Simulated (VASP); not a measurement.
# Si (Cm) in VASP: single point with PBEsol

Aim: the single point of Si with PBEsol.

All numbers are computed with VASP 6.6.1; they aren't measurements. Logs are shortened: lines on timing, memory, paths and dates and some standing lists are left out, and cuts for length are marked.

## 1. The cell of the first run

Symmetry: Cm, No. 8, monoclinic system. The conventional cell has a = 4.845 Å, b = 9.286 Å, c = 3.598 Å, α = 90.00°, β = 132.32°, γ = 90.00°. Within 3.0 Å of Si (site symmetry m) lie 8 Si at 2.21 to 2.91 Å. Within 3.0 Å of Si (site symmetry m) lie 8 Si at 2.21 to 2.91 Å. Within 3.4 Å of Si (site symmetry 1) lie 11 Si at 2.48 to 3.39 Å.

## 2. Single point, PBEsol (one atom moved)

INCAR

```
SYSTEM = Si
PREC = Accurate ; ENCUT = 520
EDIFF = 1E-6 ; ISMEAR = 0
SIGMA = 0.1 ; LREAL = .False.
LASPH = .True. ; NELM = 60
ALGO = Normal ; ISIF = 2
LWAVE = .False. ; LCHARG = .False.
GGA = PS ; NBANDS = 16
```

KPOINTS

```
regular mesh
0
Gamma
  12 12 12
  0 0 0
```

POSCAR

```
Si
1.0
    0.0000000000      2.6598984800      4.6432435421
    2.4222677723      0.0000000000      4.6432435421
    2.4222677723      2.6598984800      0.0000000000
Si
4
Direct
    0.7273942800      0.2726057200      0.7273942800
    0.2261616393      0.7738383607      0.3190498007
    0.7797693000      0.7797693000      0.2202307000
    0.2202307000      0.2202307000      0.7797693000
```

Potentials or basis: VASP PAW PBE potentials, release 64 (Si).

Command:

```
> cat potpaw_PBE.64/Si/POTCAR > POTCAR
> mpirun -np 1 vasp_std > vasp.out
```

OUTCAR:

```text
SYSTEM = Si
   PREC = Accurate
   ENCUT = 520
   EDIFF = 1E-6
   ISMEAR = 0
   LREAL = .False.
   LASPH = .True.
   NELM = 60
   ISIF = 2
   GGA = PS

 ion  position               nearest neighbor table
   1  0.727  0.273  0.727-   2 2.21   2 2.43   4 2.51   3 2.51   2 2.66   3 2.87   4 2.87   2 2.91

   2  0.226  0.774  0.319-   1 2.21   1 2.43   3 2.52   4 2.52   1 2.66   3 2.87   4 2.87   1 2.91

   3  0.780  0.780  0.220-   4 2.48   4 2.48   1 2.51   2 2.52   4 2.72   4 2.72   1 2.87   2 2.87

   4  0.220  0.220  0.780-   3 2.48   3 2.48   1 2.51   2 2.52   3 2.72   3 2.72   1 2.87   2 2.87

  LATTYP: Found a face centered orthorhombic cell.
 ALAT       =     4.8445355446
 B/A-ratio  =     1.0981025758
 C/A-ratio  =     1.9168993598

  Lattice vectors:

 A1 = (   0.0000000000,   2.6598984800,   4.6432435421)
 A2 = (   2.4222677723,   0.0000000000,   4.6432435421)
 A3 = (   2.4222677723,   2.6598984800,   0.0000000000)

Analysis of symmetry for initial positions (statically):
=====================================================================
 Subroutine PRICEL returns:
 Original cell was already a primitive cell.

 Routine SETGRP: Setting up the symmetry group for a
 face centered orthorhombic supercell.

 Subroutine GETGRP returns: Found  2 space group operations
 (whereof  2 operations were pure point group operations)
 out of a pool of  8 trial point group operations.

The static configuration has the point symmetry C_1h.

Analysis of symmetry for dynamics (positions and initial velocities):
=====================================================================
 Subroutine PRICEL returns:
 Original cell was already a primitive cell.

 Routine SETGRP: Setting up the symmetry group for a
 face centered orthorhombic supercell.

 Subroutine GETGRP returns: Found  2 space group operations
 (whereof  2 operations were pure point group operations)
 out of a pool of  8 trial point group operations.

The dynamic configuration has the point symmetry C_1h.

 Subroutine INISYM returns: Found  2 space group operations
 (whereof  2 operations are pure point group operations),
 and found     1 'primitive' translations

----------------------------------------------------------------------------------------

                                     Primitive cell

  volume of cell :      59.8327

  direct lattice vectors                    reciprocal lattice vectors
     0.000000000  2.659898480  4.643243542    -0.206418137  0.187977099  0.107683346
     2.422267772  0.000000000  4.643243542     0.206418137 -0.187977099  0.107683346
     2.422267772  2.659898480  0.000000000     0.206418137  0.187977099 -0.107683346

  length of vectors
     5.351146654  5.237088099  3.597560435     0.299231582  0.299231582  0.299231582

  position of ions in fractional coordinates (direct lattice)
     0.727394280  0.272605720  0.727394280
     0.226161639  0.773838361  0.319049801
     0.779769300  0.779769300  0.220230700
     0.220230700  0.220230700  0.779769300

  ion indices of the primitive-cell ions
   primitive index   ion index
                 1           1
                 2           2
                 3           3
                 4           4

----------------------------------------------------------------------------------------

 KPOINTS: regular mesh

Automatic generation of k-mesh.
 Grid dimensions read from file:
 generate k-points for:   12   12   12

 Generating k-lattice:

  Cartesian coordinates                     Fractional coordinates (reciprocal lattice)
    -0.017201511  0.015664758  0.008973612     0.083333333  0.000000000  0.000000000
     0.017201511 -0.015664758  0.008973612     0.000000000  0.083333333  0.000000000
     0.017201511  0.015664758 -0.008973612     0.000000000  0.000000000  0.083333333

  Length of vectors
     0.024935965  0.024935965  0.024935965

  Shift w.r.t. Gamma in fractional coordinates (k-lattice)
     0.000000000  0.000000000  0.000000000

 Subroutine IBZKPT returns following result:
 ===========================================

 Found    476 irreducible k-points:

 Following reciprocal coordinates:
            Coordinates               Weight
  0.000000  0.000000  0.000000      1.000000
  0.083333 -0.000000 -0.000000      4.000000
 -0.083333 -0.083333 -0.083333      4.000000
  0.166667 -0.000000 -0.000000      4.000000
 -0.166667 -0.166667 -0.166667      4.000000
  0.250000  0.000000 -0.000000      4.000000
[... 16 lines left out ...]
  0.500000  0.083333  0.000000      4.000000
  0.500000  0.500000 -0.416667      4.000000
 [... further k-points ...]
   k-points           NKPTS =    476   k-points in BZ     NKDIM =    476   number of bands    NBANDS=     16
   number of dos      NEDOS =    301   number of ions     NIONS =      4
   total plane-waves  NPLWV =  44800
   dimension x,y,z NGX =    40 NGY =   40 NGZ =   28
   dimension x,y,z NGXF=    80 NGYF=   80 NGZF=   56
   ions per type =               4
   NGX,Y,Z   is equivalent  to a cutoff of  12.43, 12.70, 12.94 a.u.
   NGXF,Y,Z  is equivalent  to a cutoff of  24.85, 25.40, 25.88 a.u.
 SYSTEM =  Si
   PREC   = accura    normal or accurate (medium, high low for compatibility)
   ISTART =      0    job   : 0-new  1-cont  2-samecut
   ICHARG =      2    charge: 1-file 2-atom 10-const
   ISPIN  =      1    spin polarized calculation?
   LNONCOLLINEAR =      F non collinear calculations
   LSORBIT =      F    spin-orbit coupling
   LASPH  =      T    aspherical Exc in radial PAW
   ENCUT  =  520.0 eV  38.22 Ry    6.18 a.u.   9.95  9.74  6.69*2*pi/ulx,y,z
   NELM   =     60;   NELMIN=  2; NELMDL= -5     # of ELM steps
   EDIFF  = 0.1E-05   stopping-criterion for ELM
   LREAL  =      F    real-space projection
   EDIFFG = 0.1E-04   stopping-criterion for IOM
   NSW    =      0    number of steps for IOM
   IBRION =     -1    ionic relax: 0-MD 1-quasi-New 2-CG
   NFREE  =      0    steps in history (QN), initial steepest desc. (CG)
   ISIF   =      2    stress and relaxation
   ISYM   =      2    0-nonsym 1-usesym 2-fastsym
   POTIM  = 0.5000    time-step for ionic-motion
   TEBEG  =    0.0;   TEEND  =   0.0 temperature during run
   PSTRESS=    0.0 pullay stress
   NELECT =      16.0000    total number of electrons
   NUPDOWN=      -1.0000    fix difference up-down
   EMIN   =  10.00;   EMAX   =-10.00  energy-range for DOS
   EFERMI =   0.00;   METHOD = LEGACY
   ISMEAR =     0;   SIGMA  =   0.10  broadening in eV -4-tet -1-fermi 0-gaus
   EFERMI_NEDOS =   21; number of points for ismear=-14 and -15
   IALGO  =     38    algorithm
   IMIX   =      4    mixing-type and parameters
     AMIX     =   0.40;   BMIX     =  1.00
     AMIX_MAG =   1.60;   BMIX_MAG =  1.00
  volume/ion in A,a.u.               =      14.96       100.94
  Fermi-wavevector in a.u.,A,eV,Ry     =   1.054715  1.993123 15.135454  1.112424
  Thomas-Fermi vector in A             =   2.189886
   LORBIT       =      0    0 simple, 1 ext, 2 COOP (PROOUT), +10 PAW based schemes
   GGA     = PS    functional components
   LHFCALC =     F    Hartree Fock is set to
   AEXX    =    0.0000 exact exchange contribution
   IVDW    =     0    specifies the selected vdW correction
   LEPSILON=     F    determine dielectric tensor
   LRPA    =     F    only Hartree local field effects (RPA)
 non-spin polarized calculation
 Gauss-broadening in eV      SIGMA  =   0.10
  energy-cutoff  :      520.00
  volume of cell :       59.83
 maximum number of plane-waves:      1630
   NGX = 19   NGY = 19   NGZ = 13

 number of electron      16.0000000 magnetization

 Free energy of the ion-electron system (eV)
  ---------------------------------------------------
  ext. energy  EPLUGINS =         0.00000000
  ---------------------------------------------------
  free energy    TOTEN  =       -21.97582261 eV

  energy without entropy =      -21.96920049  energy(sigma->0) =      -21.97251155

 E-fermi :   9.3285     XC(G=0): -11.0388

 val. band max:        9.3198148147   @ k =  -0.3333  -0.2500  -0.2500
 cond. band min:       9.3309835133   @ k =   0.5000   0.5000   0.5000
 fundamental gap:      0.0111686987
 Fermi energy:         9.3284585224

 k-point     1 :       0.0000    0.0000    0.0000
  band No.  band energies     occupation
      1      -4.6098      2.00000
      2       1.4871      2.00000
      3       2.4495      2.00000
      4       6.6416      2.00000
      5       7.0313      2.00000
      6       7.0677      2.00000
[... 8 lines left out ...]
     15      17.8569      0.00000
     16      17.9573      0.00000

 k-point     2 :       0.0833   -0.0000   -0.0000
  band No.  band energies     occupation
      1      -4.5211      2.00000
      2       1.3356      2.00000
      3       2.7577      2.00000
      4       5.6154      2.00000
      5       6.2811      2.00000
      6       6.9662      2.00000
[... 8 lines left out ...]
     15      17.2502      0.00000
     16      18.1380      0.00000

 k-point     3 :      -0.0833   -0.0833   -0.0833
  band No.  band energies     occupation
      1      -4.5207      2.00000
      2       1.3323      2.00000
      3       2.7621      2.00000
      4       5.6816      2.00000
      5       6.2585      2.00000
      6       6.7604      2.00000
[... 8 lines left out ...]
     15      17.0553      0.00000
     16      18.1922      0.00000

 k-point     4 :       0.1667   -0.0000   -0.0000
  band No.  band energies     occupation
      1      -4.2558      2.00000
      2       1.1337      2.00000
      3       3.3898      2.00000
      4       4.0735      2.00000
      5       5.1942      2.00000
      6       7.0096      2.00000
[... 8 lines left out ...]
     15      17.1699      0.00000
     16      17.7136      0.00000

 k-point     5 :      -0.1667   -0.1667   -0.1667
  band No.  band energies     occupation
      1      -4.2541      2.00000
      2       1.1271      2.00000
      3       3.3574      2.00000
      4       4.1788      2.00000
      5       5.1304      2.00000
      6       6.8480      2.00000
[... 8 lines left out ...]
     15      17.2459      0.00000
     16      17.7190      0.00000

 k-point     6 :       0.2500    0.0000   -0.0000
  band No.  band energies     occupation
      1      -3.8157      2.00000
      2       1.0334      2.00000
      3       2.5111      2.00000
      4       3.8495      2.00000
      5       4.6541      2.00000
      6       7.1180      2.00000
[... 8 lines left out ...]
     15      16.1070      0.00000
     16      17.3737      0.00000
[... 267 lines left out ...]
 k-point    21 :       0.4167    0.0833   -0.0000
  band No.  band energies     occupation
      1      -2.9807      2.00000
      2       0.1904      2.00000
      3       0.8844      2.00000
      4       3.8665      2.00000
      5       6.6079      2.00000
      6       7.1391      2.00000
[... 8 lines left out ...]
     15      16.0651      0.00000
     16      16.3482      0.00000

 k-point    22 :      -0.4167   -0.4167   -0.3333
  band No.  band energies     occupation
      1      -2.9685      2.00000
      2       0.2405      2.00000
      3       0.7723      2.00000
      4       3.9257      2.00000
      5       6.7017      2.00000
      6       7.0270      2.00000
[... 8 lines left out ...]
     15      16.2636      0.00000
     16      16.4328      0.00000

 k-point    23 :       0.5000    0.0833    0.0000
  band No.  band energies     occupation
      1      -2.1857      2.00000
      2      -0.5360      2.00000
      3       0.6897      2.00000
      4       3.2032      2.00000
      5       7.2980      2.00000
      6       7.7135      2.00000
[... 8 lines left out ...]
     15      15.9950      0.00000
     16      16.4789      0.00000

 k-point    24 :       0.5000    0.5000   -0.4167
  band No.  band energies     occupation
      1      -2.1474      2.00000
      2      -0.5623      2.00000
      3       0.6230      2.00000
      4       3.2526      2.00000
      5       7.3059      2.00000
      6       7.8014      2.00000
[... 8 lines left out ...]
     15      15.9923      0.00000
     16      16.6358      0.00000

 [... further k-points ...]

------------------------ aborting loop because EDIFF is reached ----------------------------------------

  FORCE on cell =-STRESS in cart. coord.  units (eV):
  Direction    XX          YY          ZZ          XY          YZ          ZX
  --------------------------------------------------------------------------------------
  -------------------------------------------------------------------------------------
  Total        3.4319317     -0.0756132     -0.2610313     -0.0958909      0.0000000      0.0000000
  in kB       91.8989495     -2.0247424     -6.9897956     -2.5677298      0.0000000      0.0000000
  external PRESSURE =      27.6281372 kB  Pullay stress =       0.0000000 kB

 VOLUME and BASIS-vectors are now :
 -----------------------------------------------------------------------------
  energy-cutoff  :      520.00
  volume of cell :       59.83
      direct lattice vectors                 reciprocal lattice vectors
     0.000000000  2.659898480  4.643243542    -0.206418137  0.187977099  0.107683346
     2.422267772  0.000000000  4.643243542     0.206418137 -0.187977099  0.107683346
     2.422267772  2.659898480  0.000000000     0.206418137  0.187977099 -0.107683346

 POSITION                                       TOTAL-FORCE (eV/Angst)
 -----------------------------------------------------------------------------------
      2.42227      3.86959      4.64324         2.044385     -0.167965      0.000000
      2.64727      1.45021      4.64324        -2.278425      0.145011      0.000000
      2.42227      2.65990      7.24132         0.117020      0.011477     -0.062946
      2.42227      2.65990      2.04517         0.117020      0.011477      0.062946
 -----------------------------------------------------------------------------------
    total drift:                                0.000005      0.000007     -0.000000

  FREE ENERGIE OF THE ION-ELECTRON SYSTEM (eV)
  ---------------------------------------------------
  free  energy   TOTEN  =       -21.9758226053 eV

  energy  without entropy=      -21.9692004934  energy(sigma->0) =      -21.97251155
```

It took 12 min on 1 thread of Intel Xeon 8259CL, shared host; peak memory 0.44 GiB.

What came out:

| Property | Result |
| --- | --- |
| Free energy | -21.9758 eV |
| Pressure | 2.8 GPa |
| Largest force | 2.283 eV/Å |
| Band gap on the k mesh | zero (bands 8 and 9 overlap by 3.57 eV) |

Forces on the atoms (eV/Å):
```
Si   2.044 -0.168  0.000
Si  -2.278  0.145  0.000
Si   0.117  0.011 -0.063
Si   0.117  0.011  0.063
```

Stress tensor (GPa, compression positive):
```
 9.19 -0.26  0.00
-0.26 -0.20  0.00
 0.00  0.00 -0.70
```

Caveat: the cell differs from its parent crystal (one atom moved); the stress differs along the axes, from -1 to 9 GPa; the PAW data sets were made with another functional, which shifts forces and pressure a little.
